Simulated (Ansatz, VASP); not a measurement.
**One calculation of Cu3Pt, two programs**

```
CELL_PARAMETERS angstrom
3.75882 0.00000 0.00000
0.00000 3.75882 0.00000
0.00000 0.00000 3.75882
ATOMIC_POSITIONS crystal
Cu 0.00000 0.50000 0.50000
Cu 0.50000 0.00000 0.50000
Cu 0.50000 0.50000 0.00000
Pt 0.00000 0.00000 0.00000
```

Change from the starting cell: volume scaled by 1.04, crystal datasets.

Alike in both runs: task electric field gradients; functional LDA; k mesh 9 × 9 × 9; occupations fermi-dirac, width 0.05 eV; no spin polarisation.

|  | VASP | Ansatz |
| --- | --- | --- |
| version | VASP 6.6.1 | Ansatz 0.2.0 |
| potentials or method | VASP PAW LDA potentials, release 64 (Cu, Pt), cutoff 520 eV | all-electron PAW with datasets made for the crystal, scalar-relativistic |

|  | VASP | Ansatz | Ansatz less VASP |
| --- | --- | --- | --- |
| pressure (GPa) | -16.7 | -17.5 | -0.76 |
| size of Vzz on the site where it differs most (V/Å²) | 26.1 | 23.9 | -2.27 |

LDA's correlation is that of Perdew and Zunger in VASP and of Perdew and Wang (1992) in Ansatz. Ansatz ran all-electron here, and VASP with PAW potentials.

Spin-orbit coupling is off throughout.
